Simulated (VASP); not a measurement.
# Sn in VASP: notebook

Sn is run at these levels: PBE; tasks: single point.

All numbers are computed with VASP 6.6.1; they aren't measurements. Logs are shortened: lines on timing, memory, paths and dates and some standing lists are left out, and cuts for length are marked.

### Step 1. The cell of the first run

The cell holds a slab with vacuum, 4 atoms: a = 4.706 Å, b = 6.656 Å, c = 18.353 Å, α = 90.00°, β = 90.00°, γ = 90.00°.

### Step 2. Single point, PBE

Contents of INCAR:

```
PREC = Accurate ; ENCUT = 400
EDIFF = 1E-6 ; ISMEAR = -1
SIGMA = 0.02 ; LREAL = False
LASPH = True ; NELM = 120
ALGO = Normal ; ISIF = 2
LWAVE = False ; LCHARG = False
LDIPOL = True ; IDIPOL = 3
DIPOL = 0.5 0.5 0.500 ; GGA = PE
NBANDS = 36 ; GGA_COMPAT = False
NELMDL = -8
```

Contents of KPOINTS:

```
Automatic mesh
0
Gamma
  7 5 1
```

Contents of POSCAR:

```
Sn
1.0
    4.7064645934      0.0000000000      0.0000000000
    0.0000000000      6.6559460589      0.0000000000
    0.0000000000      0.0000000000     18.3532000000
Sn
4
Direct
    0.0000000000      0.3750000000      0.4358904088
    0.5000000000      0.1250000000      0.4358904088
    0.5000000000      0.8750000000      0.5641095912
    0.0000000000      0.6250000000      0.5641095912
```

Potentials or basis: VASP PAW PBE potentials, release 64 (Sn_d).

Command:

```console
cat potpaw_PBE.64/Sn_d/POTCAR > POTCAR
mpirun -np 1 vasp_std > vasp.out
```

OUTCAR:

```text
PREC = Accurate
   ENCUT = 400
   EDIFF = 1E-6
   ISMEAR = -1
   LREAL = False
   LASPH = True
   NELM = 120
   ISIF = 2
   GGA = PE
   NELMDL = -8

 ion  position               nearest neighbor table
   1  0.000  0.375  0.436-   2 2.88   2 2.88   4 2.88
   2  0.500  0.125  0.436-   1 2.88   1 2.88   3 2.88
   3  0.500  0.875  0.564-   4 2.88   4 2.88   2 2.88
   4  0.000  0.625  0.564-   3 2.88   3 2.88   1 2.88

  LATTYP: Found a simple orthorhombic cell.
 ALAT       =     4.7064645934
 B/A-ratio  =     1.4142135624
 C/A-ratio  =     3.8995725211

  Lattice vectors:

 A1 = (   4.7064645934,   0.0000000000,   0.0000000000)
 A2 = (   0.0000000000,   6.6559460589,   0.0000000000)
 A3 = (   0.0000000000,   0.0000000000,  18.3532000000)

Analysis of symmetry for initial positions (statically):
=====================================================================
 Subroutine PRICEL returns:
 Original cell was already a primitive cell.

 Routine SETGRP: Setting up the symmetry group for a
 simple orthorhombic supercell.

 Subroutine GETGRP returns: Found  8 space group operations
 (whereof  4 operations were pure point group operations)
 out of a pool of  8 trial point group operations.

The static configuration has the point symmetry C_2h.
 The point group associated with its full space group is D_2h.

Analysis of symmetry for dynamics (positions and initial velocities):
=====================================================================
 Subroutine PRICEL returns:
 Original cell was already a primitive cell.

 Routine SETGRP: Setting up the symmetry group for a
 simple orthorhombic supercell.

 Subroutine GETGRP returns: Found  8 space group operations
 (whereof  4 operations were pure point group operations)
 out of a pool of  8 trial point group operations.

The dynamic configuration has the point symmetry C_2h.
 The point group associated with its full space group is D_2h.

 Subroutine INISYM returns: Found  8 space group operations
 (whereof  4 operations are pure point group operations),
 and found     1 'primitive' translations

----------------------------------------------------------------------------------------

                                     Primitive cell

  volume of cell :     574.9319

  direct lattice vectors                    reciprocal lattice vectors
     4.706464593  0.000000000  0.000000000     0.212473711  0.000000000  0.000000000
     0.000000000  6.655946059  0.000000000     0.000000000  0.150241602  0.000000000
[... 81 lines left out ...]
   NFREE  =      0    steps in history (QN), initial steepest desc. (CG)
   ISIF   =      2    stress and relaxation
   ISYM   =      2    0-nonsym 1-usesym 2-fastsym
   POTIM  = 0.5000    time-step for ionic-motion
   TEBEG  =    0.0;   TEEND  =   0.0 temperature during run
   PSTRESS=    0.0 pullay stress
   NELECT =      56.0000    total number of electrons
   NUPDOWN=      -1.0000    fix difference up-down
   EMIN   =  10.00;   EMAX   =-10.00  energy-range for DOS
   EFERMI =   0.00;   METHOD = LEGACY
   ISMEAR =    -1;   SIGMA  =   0.02  broadening in eV -4-tet -1-fermi 0-gaus
   EFERMI_NEDOS =   21; number of points for ismear=-14 and -15
   IALGO  =     38    algorithm
   IMIX   =      4    mixing-type and parameters
     AMIX     =   0.40;   BMIX     =  1.00
     AMIX_MAG =   1.60;   BMIX_MAG =  1.00
  volume/ion in A,a.u.               =     143.73       969.96
  Fermi-wavevector in a.u.,A,eV,Ry     =   0.753238  1.423413  7.719497  0.567367
  Thomas-Fermi vector in A             =   1.850631
   LORBIT       =      0    0 simple, 1 ext, 2 COOP (PROOUT), +10 PAW based schemes
   GGA     = PE    functional components
   LHFCALC =     F    Hartree Fock is set to
   AEXX    =    0.0000 exact exchange contribution
   IVDW    =     0    specifies the selected vdW correction
   LEPSILON=     F    determine dielectric tensor
   LRPA    =     F    only Hartree local field effects (RPA)
 non-spin polarized calculation
  energy-cutoff  :      400.00
  volume of cell :      574.93
 maximum number of plane-waves:     10450
 NGX is ok and might be reduce to    32
   NGX = 15   NGY = 21   NGZ = 59

 number of electron      55.9999910 magnetization

 dipolmoment           0.000000      0.000000      0.000000 electrons x Angstroem

 Free energy of the ion-electron system (eV)
  ---------------------------------------------------
  ext. energy  EPLUGINS =         0.00000000
  ---------------------------------------------------
  free energy    TOTEN  =       -13.17171043 eV

  energy without entropy =      -13.17121414  energy(sigma->0) =      -13.17146229

 E-fermi :  -1.9358     XC(G=0):  -2.9744

 val. band max:       -2.0276992553   @ k =   0.1429   0.4000   0.0000
 cond. band min:      -1.8585696135   @ k =   0.4286   0.0000   0.0000
 fundamental gap:      0.1691296418
 Fermi energy:        -1.9358006130

 k-point     1 :       0.0000    0.0000    0.0000
  band No.  band energies     occupation
      1     -23.2946      2.00000
      2     -23.2466      2.00000
      3     -23.2396      2.00000
      4     -23.2294      2.00000
      5     -23.2144      2.00000
      6     -23.1715      2.00000
[... 457 lines left out ...]
     35       2.8857      0.00000
     36       3.1721      0.00000

------------------------ aborting loop because EDIFF is reached ----------------------------------------

 vacuum level on the upper side and lower side of the slab       (xc-potential included)        -0.080        -0.080

  FORCE on cell =-STRESS in cart. coord.  units (eV):
  Direction    XX          YY          ZZ          XY          YZ          ZX
  --------------------------------------------------------------------------------------
  -------------------------------------------------------------------------------------
  Total       -0.0412991     -0.9259352     -1.0943520      0.0000000      0.0000000      0.0000000
  in kB       -0.1150893     -2.5803272     -3.0496586      0.0000000      0.0000000      0.0000000
  external PRESSURE =      -1.9150251 kB  Pullay stress =       0.0000000 kB

 VOLUME and BASIS-vectors are now :
 -----------------------------------------------------------------------------
  energy-cutoff  :      400.00
  volume of cell :      574.93
      direct lattice vectors                 reciprocal lattice vectors
     4.706464593  0.000000000  0.000000000     0.212473711  0.000000000  0.000000000
     0.000000000  6.655946059  0.000000000     0.000000000  0.150241602  0.000000000
     0.000000000  0.000000000 18.353200000     0.000000000  0.000000000  0.054486411

 POSITION                                       TOTAL-FORCE (eV/Angst)
 -----------------------------------------------------------------------------------
      0.00000      2.49598      7.99998         0.000000      0.011514      0.220466
      2.35323      0.83199      7.99998        -0.000000     -0.011514      0.220466
      2.35323      5.82395     10.35322         0.000000      0.011514     -0.220466
      0.00000      4.15997     10.35322         0.000000     -0.011514     -0.220466
 -----------------------------------------------------------------------------------
    total drift:                                0.000000      0.000000      0.000000

  FREE ENERGIE OF THE ION-ELECTRON SYSTEM (eV)
  ---------------------------------------------------
  free  energy   TOTEN  =       -13.1717104323 eV

  energy  without entropy=      -13.1712141442  energy(sigma->0) =      -13.17146229

 vacuum level on the upper side and lower side of the slab         2.188         2.188
```

stdout:

```text
POSCAR found type information on POSCAR Sn
 POSCAR found :  1 types and       4 ions
 scaLAPACK will be used
 LDA part: xc-table for (Slater+PW92), standard interpolation
 POSCAR, INCAR and KPOINTS ok, starting setup
 FFT: planning ... GRIDC
 FFT: planning ... GRID_SOFT
 FFT: planning ... GRID
 WAVECAR not read
 entering main loop
```

Wall time 3 min (1 thread of Intel Xeon Platinum 8488C (Sapphire Rapids), shared host); peak memory 0.48 GiB.

What came out:

```
Free energy   : -13.1717 eV
Largest force : 0.221 eV/Å
```

Forces in eV/Å, atoms in the order of the input:
```
Sn   0.000  0.012  0.220
Sn   0.000 -0.012  0.220
Sn   0.000  0.012 -0.220
Sn   0.000 -0.012 -0.220
```

Levels at points of the mesh, in eV from the Fermi level:
```tsv
k point	band 26	band 27	band 28	band 29	band 30	band 31
(0.00, 0.00, 0.00)	-1.31	-1.15	-0.13	1.03	1.42	1.90
```

Caveat: spin-orbit coupling is left out, which moves the levels of the heavy elements.

### Step 3. Single point, PBE

Contents of INCAR:

```
ALGO     = Normal         # electronic algorithm
DIPOL    = 0.5 0.5 0.500
EDIFF    = 1E-6           # SCF threshold, eV
ENCUT    = 400            # plane-wave cutoff, eV
GGA      = PE             # functional
GGA_COMPAT= False        
IDIPOL   = 3            
ISIF     = 2              # what is computed and relaxed
ISMEAR   = -1             # smearing method
LASPH    = True           # aspherical terms in the spheres
LCHARG   = True           # write CHGCAR
LDIPOL   = True         
LELF     = True           # ELF
LREAL    = False          # projectors in reciprocal space
LVACPOTAV= True         
LVHAR    = True         
LWAVE    = False          # write WAVECAR
NBANDS   = 36             # bands
NELM     = 120            # most SCF steps
NELMDL   = -8           
PREC     = Accurate       # precision mode
SIGMA    = 0.02           # smearing width, eV
```

Contents of KPOINTS:

```
k-points
0
Gamma
  7 5 1
```

Contents of POSCAR:

```
Sn
1.0
    4.7064645934      0.0000000000      0.0000000000
    0.0000000000      6.6559460589      0.0000000000
    0.0000000000      0.0000000000     18.3532000000
Sn
4
Direct
    0.0000000000      0.3724949790      0.4387701508
    0.5000000000      0.1275050210      0.4387701508
    0.5000000000      0.8724948669      0.5612298492
    0.0000000000      0.6275051331      0.5612298492
```

Potentials or basis: VASP PAW PBE potentials, release 64 (Sn_d).

Command:

```console
cat potpaw_PBE.64/Sn_d/POTCAR > POTCAR
mpirun -np 1 vasp_std > vasp.out
```

OUTCAR:

```text
EDIFF = 1E-6
   ENCUT = 400
   GGA = PE
   ISIF = 2
   ISMEAR = -1
   LASPH = True
   LREAL = False
   NELM = 120
   NELMDL = -8
   PREC = Accurate

 ion  position               nearest neighbor table
   1  0.000  0.372  0.439-   4 2.82   2 2.86   2 2.86
   2  0.500  0.128  0.439-   3 2.82   1 2.86   1 2.86
   3  0.500  0.872  0.561-   2 2.82   4 2.86   4 2.86
   4  0.000  0.628  0.561-   1 2.82   3 2.86   3 2.86

  LATTYP: Found a simple orthorhombic cell.
 ALAT       =     4.7064645934
 B/A-ratio  =     1.4142135624
 C/A-ratio  =     3.8995725211

  Lattice vectors:

 A1 = (   4.7064645934,   0.0000000000,   0.0000000000)
 A2 = (   0.0000000000,   6.6559460589,   0.0000000000)
 A3 = (   0.0000000000,   0.0000000000,  18.3532000000)

Analysis of symmetry for initial positions (statically):
=====================================================================
 Subroutine PRICEL returns:
 Original cell was already a primitive cell.

 Routine SETGRP: Setting up the symmetry group for a
 simple orthorhombic supercell.

 Subroutine GETGRP returns: Found  8 space group operations
 (whereof  4 operations were pure point group operations)
 out of a pool of  8 trial point group operations.

The static configuration has the point symmetry C_2h.
 The point group associated with its full space group is D_2h.

Analysis of symmetry for dynamics (positions and initial velocities):
=====================================================================
 Subroutine PRICEL returns:
 Original cell was already a primitive cell.

 Routine SETGRP: Setting up the symmetry group for a
 simple orthorhombic supercell.

 Subroutine GETGRP returns: Found  8 space group operations
 (whereof  4 operations were pure point group operations)
 out of a pool of  8 trial point group operations.

The dynamic configuration has the point symmetry C_2h.
[... 110 lines left out ...]
     AMIX     =   0.40;   BMIX     =  1.00
     AMIX_MAG =   1.60;   BMIX_MAG =  1.00
  volume/ion in A,a.u.               =     143.73       969.96
  Fermi-wavevector in a.u.,A,eV,Ry     =   0.753238  1.423413  7.719497  0.567367
  Thomas-Fermi vector in A             =   1.850631
   LORBIT       =      0    0 simple, 1 ext, 2 COOP (PROOUT), +10 PAW based schemes
   GGA     = PE    functional components
   LHFCALC =     F    Hartree Fock is set to
   AEXX    =    0.0000 exact exchange contribution
   IVDW    =     0    specifies the selected vdW correction
   LEPSILON=     F    determine dielectric tensor
   LRPA    =     F    only Hartree local field effects (RPA)
 non-spin polarized calculation
  energy-cutoff  :      400.00
  volume of cell :      574.93
 maximum number of plane-waves:     10450
 NGX is ok and might be reduce to    32
   NGX = 15   NGY = 21   NGZ = 59

 number of electron      55.9999956 magnetization

 dipolmoment           0.000000      0.000000      0.000000 electrons x Angstroem

 Free energy of the ion-electron system (eV)
  ---------------------------------------------------
  ext. energy  EPLUGINS =         0.00000000
  ---------------------------------------------------
  free energy    TOTEN  =       -13.19593524 eV

  energy without entropy =      -13.19587746  energy(sigma->0) =      -13.19590635

 E-fermi :  -1.9628     XC(G=0):  -2.9471

 val. band max:       -2.1086722193   @ k =   0.1429   0.4000   0.0000
 cond. band min:      -1.8340103083   @ k =   0.4286   0.0000   0.0000
 fundamental gap:      0.2746619109
 Fermi energy:        -1.9627829696

 k-point     1 :       0.0000    0.0000    0.0000
  band No.  band energies     occupation
      1     -23.3462      2.00000
      2     -23.2839      2.00000
      3     -23.2684      2.00000
      4     -23.2680      2.00000
      5     -23.2621      2.00000
      6     -23.2023      2.00000
[... 457 lines left out ...]
     35       2.8855      0.00000
     36       3.1590      0.00000

------------------------ aborting loop because EDIFF is reached ----------------------------------------

  FORCE on cell =-STRESS in cart. coord.  units (eV):
  Direction    XX          YY          ZZ          XY          YZ          ZX
  --------------------------------------------------------------------------------------
  -------------------------------------------------------------------------------------
  Total        0.5001123      0.0310870     -0.1009277      0.0000000      0.0000000      0.0000000
  in kB        1.3936757      0.0866310     -0.2812578      0.0000000      0.0000000      0.0000000
  external PRESSURE =       0.3996830 kB  Pullay stress =       0.0000000 kB

 VOLUME and BASIS-vectors are now :
 -----------------------------------------------------------------------------
  energy-cutoff  :      400.00
  volume of cell :      574.93
      direct lattice vectors                 reciprocal lattice vectors
     4.706464593  0.000000000  0.000000000     0.212473711  0.000000000  0.000000000
     0.000000000  6.655946059  0.000000000     0.000000000  0.150241602  0.000000000
     0.000000000  0.000000000 18.353200000     0.000000000  0.000000000  0.054486411

 POSITION                                       TOTAL-FORCE (eV/Angst)
 -----------------------------------------------------------------------------------
      0.00000      2.47931      8.05284         0.000000      0.007141      0.007377
      2.35323      0.84867      8.05284         0.000000     -0.007141      0.007377
      2.35323      5.80728     10.30036         0.000000      0.007141     -0.007377
      0.00000      4.17664     10.30036         0.000000     -0.007141     -0.007377
 -----------------------------------------------------------------------------------
    total drift:                                0.000000      0.000032     -0.000171

  FREE ENERGIE OF THE ION-ELECTRON SYSTEM (eV)
  ---------------------------------------------------
  free  energy   TOTEN  =       -13.1959352412 eV

  energy  without entropy=      -13.1958774624  energy(sigma->0) =      -13.19590635

 vacuum level on the upper side and lower side of the slab         2.254         2.254
```

OSZICAR:

```text
N       E                     dE             d eps       ncg     rms          rms(c)
DAV:   1     0.358693000370E+03    0.35869E+03   -0.24538E+04  1160   0.113E+03
DAV:   2     0.174712873530E+02   -0.34122E+03   -0.33775E+03   968   0.296E+02
DAV:   3    -0.122523189934E+02   -0.29724E+02   -0.29631E+02  1044   0.118E+02
DAV:   4    -0.133855982308E+02   -0.11333E+01   -0.11326E+01  1028   0.257E+01
[... 15 lines left out ...]
DAV:  20    -0.131958280038E+02   -0.57321E-04   -0.33828E-06   692   0.673E-03    0.219E-03
DAV:  21    -0.131959125509E+02   -0.84547E-04   -0.73759E-06   628   0.606E-03    0.776E-04
DAV:  22    -0.131959252725E+02   -0.12722E-04   -0.66801E-07   708   0.353E-03    0.928E-04
DAV:  23    -0.131959342961E+02   -0.90236E-05   -0.71667E-07   600   0.263E-03    0.141E-04
DAV:  24    -0.131959352412E+02   -0.94513E-06   -0.39737E-08   700   0.100E-03
   1 F= -.13195935E+02 E0= -.13195906E+02  d E =-.577788E-04
```

stdout:

```text
POSCAR found type information on POSCAR Sn
 POSCAR found :  1 types and       4 ions
 scaLAPACK will be used
 LDA part: xc-table for (Slater+PW92), standard interpolation
 POSCAR, INCAR and KPOINTS ok, starting setup
 FFT: planning ... GRIDC
 FFT: planning ... GRID_SOFT
 FFT: planning ... GRID
 WAVECAR not read
 entering main loop
 -----------------------------------------------------------------------------
|                                                                             |
|           W    W    AA    RRRRR   N    N  II  N    N   GGGG   !!!           |
|           W    W   A  A   R    R  NN   N  II  NN   N  G    G  !!!           |
|           W    W  A    A  R    R  N N  N  II  N N  N  G       !!!           |
|           W WW W  AAAAAA  RRRRR   N  N N  II  N  N N  G  GGG   !            |
|           WW  WW  A    A  R   R   N   NN  II  N   NN  G    G                |
|           W    W  A    A  R    R  N    N  II  N    N   GGGG   !!!           |
|                                                                             |
|     Did not find any points to average over, which means that no vacuum     |
|     field-free region was found. Please increase the size of  your cell     |
|     in the dimension of the dipole correction to obtain accurate            |
|     workfunction values.                                                    |
|                                                                             |
 -----------------------------------------------------------------------------
```

Run time: 3.1 min. Hardware: 1 thread of Intel Xeon Platinum 8488C (Sapphire Rapids), shared host; peak memory 0.48 GiB.

Results:

| Item | Value |
| --- | --- |
| Free energy | -13.1959 eV |
| Largest force | 0.010 eV/Å |

Forces in eV/Å, atoms in the order of the input:
```
Sn   0.000  0.007  0.007
Sn   0.000 -0.007  0.007
Sn   0.000  0.007 -0.007
Sn   0.000 -0.007 -0.007
```

Caveat: spin-orbit coupling is left out, which moves the levels of the heavy elements.

### Step 4. Single point, PBE

Contents of INCAR:

```
SYSTEM = Sn
  PREC = Accurate
  ENCUT = 400
  EDIFF = 1E-6
  ISMEAR = -1
  SIGMA = 0.02
  LREAL = .FALSE.
  LASPH = .TRUE.
  NELM = 120
  ALGO = Normal
  ISIF = 2
  LWAVE = .FALSE.
  LCHARG = .TRUE.
  LDIPOL = .TRUE.
  IDIPOL = 3
  DIPOL = 0.5 0.5 0.500
  GGA = PE
  LELF = .TRUE.
  LVHAR = .TRUE.
  LVACPOTAV = .TRUE.
  NBANDS = 36
  GGA_COMPAT = .FALSE.
  NELMDL = -8
```

Contents of KPOINTS:

```
regular mesh
0
G
  7 5 1
  0 0 0
```

POSCAR is that of step 3.

Command:

```console
cat potpaw_PBE.64/Sn_d/POTCAR > POTCAR
mpirun -np 1 vasp_std > vasp.out
```

It took 3.1 min on 1 thread of Intel Xeon Platinum 8488C (Sapphire Rapids), shared host; peak memory 0.48 GiB.

Results (log left out):

```
Free energy   : -13.1959 eV
Largest force : 0.010 eV/Å
```

Forces on the atoms (eV/Å):
```
Sn   0.000  0.007  0.007
Sn   0.000 -0.007  0.007
Sn   0.000  0.007 -0.007
Sn   0.000 -0.007 -0.007
```

Levels at points of the mesh, in eV from the Fermi level:
| k point | band 26 | band 27 | band 28 | band 29 | band 30 | band 31 |
| --- | --- | --- | --- | --- | --- | --- |
| (0.00, 0.00, 0.00) | -1.43 | -1.22 | -0.15 | 1.11 | 1.40 | 1.85 |

Caveat: spin-orbit coupling is left out, which moves the levels of the heavy elements.
